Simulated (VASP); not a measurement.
# Al in VASP: single point with LDA

Aim: the single point of Al with LDA.

Program: VASP 6.6.1. These are calculated values, not measurements. Logs are shortened: lines on timing, memory, paths and dates and some standing lists are left out, and cuts for length are marked.

### Step 1. The cell of the first run

The cell holds a slab with vacuum, 3 atoms: a = 2.817 Å, b = 2.817 Å, c = 21.104 Å, α = 90.00°, β = 90.00°, γ = 90.00°.

### Step 2. Single point, LDA

INCAR

```
ALGO = Normal
DIPOL = 0.5 0.5 0.287
EDIFF = 1E-6
ENCUT = 400
GGA = CA
GGA_COMPAT = False
IDIPOL = 3
ISIF = 2
ISMEAR = 0
LASPH = True
LCHARG = False
LDIPOL = True
LREAL = False
LWAVE = False
NBANDS = 12
NELM = 120
NELMDL = -8
PREC = Accurate
SIGMA = 0.1
```

KPOINTS

```
k-points
0
Gamma
  9 9 1
```

POSCAR

```
Al
1.0
    2.8168432364      0.0000000000      0.0000000000
    0.0000000000      2.8168432364      0.0000000000
    0.0000000000      0.0000000000     21.1042970937
Al
3
Direct
    0.5000000000      0.5000000000      0.1895348602
    0.0000000000      0.0000000000      0.2867549192
    0.5000000000      0.5000000000      0.3840117042
```

Potentials or basis: VASP PAW LDA potentials, release 64 (Al).

The run is started by

```console
$ cat potpaw_LDA.64/Al/POTCAR > POTCAR
$ mpirun -np 1 vasp_std > vasp.out
```

OUTCAR:

```text
EDIFF = 1E-6
   ENCUT = 400
   GGA = CA
   ISIF = 2
   ISMEAR = 0
   LASPH = True
   LREAL = False
   NELM = 120
   NELMDL = -8
   PREC = Accurate

 ion  position               nearest neighbor table
   1  0.500  0.500  0.190-   2 2.86   2 2.86   2 2.86   2 2.86
   2  0.000  0.000  0.287-   1 2.86   1 2.86   1 2.86   1 2.86   3 2.86   3 2.86   3 2.86   3 2.86

   3  0.500  0.500  0.384-   2 2.86   2 2.86   2 2.86   2 2.86

  LATTYP: Found a simple tetragonal cell.
 ALAT       =     2.8168432364
 C/A-ratio  =     7.4921801899

  Lattice vectors:

 A1 = (   2.8168432364,   0.0000000000,   0.0000000000)
 A2 = (   0.0000000000,   2.8168432364,   0.0000000000)
 A3 = (   0.0000000000,   0.0000000000,  21.1042970937)

Analysis of symmetry for initial positions (statically):
=====================================================================
 Subroutine PRICEL returns:
 Original cell was already a primitive cell.

 Routine SETGRP: Setting up the symmetry group for a
 simple tetragonal supercell.

 Subroutine GETGRP returns: Found  8 space group operations
 (whereof  8 operations were pure point group operations)
 out of a pool of 16 trial point group operations.

The static configuration has the point symmetry C_4v.

Analysis of symmetry for dynamics (positions and initial velocities):
=====================================================================
 Subroutine PRICEL returns:
 Original cell was already a primitive cell.

 Routine SETGRP: Setting up the symmetry group for a
 simple tetragonal supercell.

 Subroutine GETGRP returns: Found  8 space group operations
 (whereof  8 operations were pure point group operations)
 out of a pool of 16 trial point group operations.

The dynamic configuration has the point symmetry C_4v.

 Subroutine INISYM returns: Found  8 space group operations
 (whereof  8 operations are pure point group operations),
 and found     1 'primitive' translations

----------------------------------------------------------------------------------------

                                     Primitive cell

  volume of cell :     167.4543

  direct lattice vectors                    reciprocal lattice vectors
     2.816843236  0.000000000  0.000000000     0.355007331  0.000000000  0.000000000
     0.000000000  2.816843236  0.000000000     0.000000000  0.355007331  0.000000000
     0.000000000  0.000000000 21.104297094     0.000000000  0.000000000  0.047383715

  length of vectors
     2.816843236  2.816843236 21.104297094     0.355007331  0.355007331  0.047383715

  position of ions in fractional coordinates (direct lattice)
     0.500000000  0.500000000  0.189534860
     0.000000000  0.000000000  0.286754919
     0.500000000  0.500000000  0.384011704

  ion indices of the primitive-cell ions
   primitive index   ion index
                 1           1
                 2           2
                 3           3

----------------------------------------------------------------------------------------

 KPOINTS: k-points

Automatic generation of k-mesh.
 Grid dimensions read from file:
 generate k-points for:    9    9    1

 Generating k-lattice:

  Cartesian coordinates                     Fractional coordinates (reciprocal lattice)
     0.039445259  0.000000000  0.000000000     0.111111111  0.000000000  0.000000000
     0.000000000  0.039445259  0.000000000     0.000000000  0.111111111  0.000000000
     0.000000000  0.000000000  0.047383715     0.000000000  0.000000000  1.000000000

  Length of vectors
     0.039445259  0.039445259  0.047383715

  Shift w.r.t. Gamma in fractional coordinates (k-lattice)
     0.000000000  0.000000000  0.000000000

 Subroutine IBZKPT returns following result:
 ===========================================

 Found     15 irreducible k-points:

 Following reciprocal coordinates:
            Coordinates               Weight
  0.000000  0.000000  0.000000      1.000000
  0.111111  0.000000  0.000000      4.000000
  0.222222  0.000000  0.000000      4.000000
  0.333333  0.000000  0.000000      4.000000
  0.444444  0.000000  0.000000      4.000000
  0.111111  0.111111  0.000000      4.000000
  0.222222  0.111111  0.000000      8.000000
  0.333333  0.111111  0.000000      8.000000
  0.444444  0.111111  0.000000      8.000000
  0.222222  0.222222  0.000000      4.000000
  0.333333  0.222222  0.000000      8.000000
  0.444444  0.222222  0.000000      8.000000
  0.333333  0.333333  0.000000      4.000000
  0.444444  0.333333  0.000000      8.000000
  0.444444  0.444444  0.000000      4.000000
   k-points           NKPTS =     15   k-points in BZ     NKDIM =     15   number of bands    NBANDS=     12
   number of dos      NEDOS =    301   number of ions     NIONS =      3
   total plane-waves  NPLWV =  45360
   dimension x,y,z NGX =    18 NGY =   18 NGZ =  140
   dimension x,y,z NGXF=    36 NGYF=   36 NGZF=  280
   ions per type =               3
   NGX,Y,Z   is equivalent  to a cutoff of  10.62, 10.62, 11.03 a.u.
   NGXF,Y,Z  is equivalent  to a cutoff of  21.25, 21.25, 22.06 a.u.
 SYSTEM =  unknown system
   PREC   = accura    normal or accurate (medium, high low for compatibility)
   ISTART =      0    job   : 0-new  1-cont  2-samecut
   ICHARG =      2    charge: 1-file 2-atom 10-const
   ISPIN  =      1    spin polarized calculation?
   LNONCOLLINEAR =      F non collinear calculations
   LSORBIT =      F    spin-orbit coupling
   LASPH  =      T    aspherical Exc in radial PAW
   ENCUT  =  400.0 eV  29.40 Ry    5.42 a.u.   4.59  4.59 34.42*2*pi/ulx,y,z
   NELM   =    120;   NELMIN=  2; NELMDL= -8     # of ELM steps
   EDIFF  = 0.1E-05   stopping-criterion for ELM
   LREAL  =      F    real-space projection
   EDIFFG = 0.1E-04   stopping-criterion for IOM
   NSW    =      0    number of steps for IOM
   IBRION =     -1    ionic relax: 0-MD 1-quasi-New 2-CG
   NFREE  =      0    steps in history (QN), initial steepest desc. (CG)
   ISIF   =      2    stress and relaxation
   ISYM   =      2    0-nonsym 1-usesym 2-fastsym
   POTIM  = 0.5000    time-step for ionic-motion
   TEBEG  =    0.0;   TEEND  =   0.0 temperature during run
   PSTRESS=    0.0 pullay stress
   NELECT =       9.0000    total number of electrons
   NUPDOWN=      -1.0000    fix difference up-down
   EMIN   =  10.00;   EMAX   =-10.00  energy-range for DOS
   EFERMI =   0.00;   METHOD = LEGACY
   ISMEAR =     0;   SIGMA  =   0.10  broadening in eV -4-tet -1-fermi 0-gaus
   EFERMI_NEDOS =   21; number of points for ismear=-14 and -15
   IALGO  =     38    algorithm
   IMIX   =      4    mixing-type and parameters
     AMIX     =   0.40;   BMIX     =  1.00
     AMIX_MAG =   1.60;   BMIX_MAG =  1.00
  volume/ion in A,a.u.               =      55.82       376.68
  Fermi-wavevector in a.u.,A,eV,Ry     =   0.617813  1.167497  5.193244  0.381693
  Thomas-Fermi vector in A             =   1.676032
   LORBIT       =      0    0 simple, 1 ext, 2 COOP (PROOUT), +10 PAW based schemes
   GGA     = CA    functional components
   LHFCALC =     F    Hartree Fock is set to
   AEXX    =    0.0000 exact exchange contribution
   IVDW    =     0    specifies the selected vdW correction
   LEPSILON=     F    determine dielectric tensor
   LRPA    =     F    only Hartree local field effects (RPA)
 non-spin polarized calculation
 Gauss-broadening in eV      SIGMA  =   0.10
  energy-cutoff  :      400.00
  volume of cell :      167.45
 maximum number of plane-waves:      3105
   NGX =  9   NGY =  9   NGZ = 69

 dipolmoment           0.000000      0.000000      0.000003 electrons x Angstroem

 number of electron       9.0000000 magnetization

 dipolmoment           0.000000      0.000000     -0.000009 electrons x Angstroem

 Free energy of the ion-electron system (eV)
  ---------------------------------------------------
  ext. energy  EPLUGINS =         0.00000000
  ---------------------------------------------------
  free energy    TOTEN  =       -11.45089335 eV

  energy without entropy =      -11.44547392  energy(sigma->0) =      -11.44818363

 E-fermi :  -0.6648     XC(G=0):  -3.9923

 val. band max:       -0.7426160033   @ k =   0.3333   0.0000   0.0000
 cond. band min:      -0.5907732134   @ k =   0.2222   0.0000   0.0000
 fundamental gap:      0.1518427898
 Fermi energy:        -0.6647530156

 k-point     1 :       0.0000    0.0000    0.0000
  band No.  band energies     occupation
      1     -11.3439      2.00000
      2      -9.1026      2.00000
      3      -5.8119      2.00000
      4      -2.7901      2.00000
      5       1.0153      0.00000
      6       3.0147      0.00000
      7       3.6607      0.00000
      8       4.7592      0.00000
      9       4.9388      0.00000
     10       5.3229      0.00000
     11       5.7140      0.00000
     12       5.7140      0.00000

 k-point     2 :       0.1111    0.0000    0.0000
  band No.  band energies     occupation
      1     -11.1153      2.00000
      2      -8.8767      2.00000
      3      -5.5872      2.00000
      4      -2.5766      2.00000
      5       1.2172      0.00000
      6       2.5139      0.00000
      7       3.2425      0.00000
      8       3.8944      0.00000
      9       4.5584      0.00000
     10       4.9875      0.00000
     11       5.1799      0.00000
     12       5.9091      0.00000
[... 166 lines left out ...]
 k-point    14 :       0.4444    0.3333    0.0000
  band No.  band energies     occupation
      1      -5.7535      2.00000
      2      -3.8332      2.00000
      3      -3.5782      2.00000
      4      -1.6977      2.00000
      5      -0.4092      0.00030
      6       0.3530      0.00000
      7       1.5120      0.00000
      8       2.1987      0.00000
      9       2.2199      0.00000
     10       2.7608      0.00000
     11       4.0901      0.00000
     12       4.9749      0.00000

 k-point    15 :       0.4444    0.4444    0.0000
  band No.  band energies     occupation
      1      -4.2696      2.00000
      2      -2.8977      2.00000
      3      -2.1228      2.00000
      4      -1.4500      2.00000
      5      -0.8179      1.96964
      6      -0.0668      0.00000
      7       0.7576      0.00000
      8       1.0053      0.00000
      9       2.0399      0.00000
     10       2.2353      0.00000
     11       3.7239      0.00000
     12       3.9119      0.00000

------------------------ aborting loop because EDIFF is reached ----------------------------------------

 vacuum level on the upper side and lower side of the slab       (xc-potential included)        -0.131        -0.135

  FORCE on cell =-STRESS in cart. coord.  units (eV):
  Direction    XX          YY          ZZ          XY          YZ          ZX
  --------------------------------------------------------------------------------------
  -------------------------------------------------------------------------------------
  Total       -2.3382752     -2.3382752      0.5587249      0.0000000      0.0000000      0.0000000
  in kB      -22.3722651    -22.3722651      5.3457958      0.0000000      0.0000000      0.0000000
  external PRESSURE =     -13.1329115 kB  Pullay stress =       0.0000000 kB

 VOLUME and BASIS-vectors are now :
 -----------------------------------------------------------------------------
  energy-cutoff  :      400.00
  volume of cell :      167.45
      direct lattice vectors                 reciprocal lattice vectors
     2.816843236  0.000000000  0.000000000     0.355007331  0.000000000  0.000000000
     0.000000000  2.816843236  0.000000000     0.000000000  0.355007331  0.000000000
     0.000000000  0.000000000 21.104297094     0.000000000  0.000000000  0.047383715

 POSITION                                       TOTAL-FORCE (eV/Angst)
 -----------------------------------------------------------------------------------
      1.40842      1.40842      4.00000         0.000000      0.000000     -0.138538
      0.00000      0.00000      6.05176         0.000000     -0.000000      0.002414
      1.40842      1.40842      8.10430        -0.000000     -0.000000      0.136124
 -----------------------------------------------------------------------------------
    total drift:                                0.000000     -0.000000     -0.000032

  FREE ENERGIE OF THE ION-ELECTRON SYSTEM (eV)
  ---------------------------------------------------
  free  energy   TOTEN  =       -11.4508933486 eV

  energy  without entropy=      -11.4454739172  energy(sigma->0) =      -11.44818363

 vacuum level on the upper side and lower side of the slab         3.648         3.644
```

Wall time 23 s (1 thread of Intel Xeon Platinum 8259CL at 2.50GHz (Skylake/Cascade Lake), shared host); peak memory 0.17 GiB.

Results:

```yaml
Free_energy: -11.4509 eV
Largest_force: 0.139 eV/Å
Band_gap_on_the_k_mesh: zero (an odd number of electrons rules out a gap without spin polarisation)
```

Forces in eV/Å, atoms in the order of the input:
```
Al   0.000  0.000 -0.139
Al   0.000  0.000  0.002
Al   0.000  0.000  0.136
```

The gap in the log of VASP goes by the Fermi energy; the results here count the filled bands.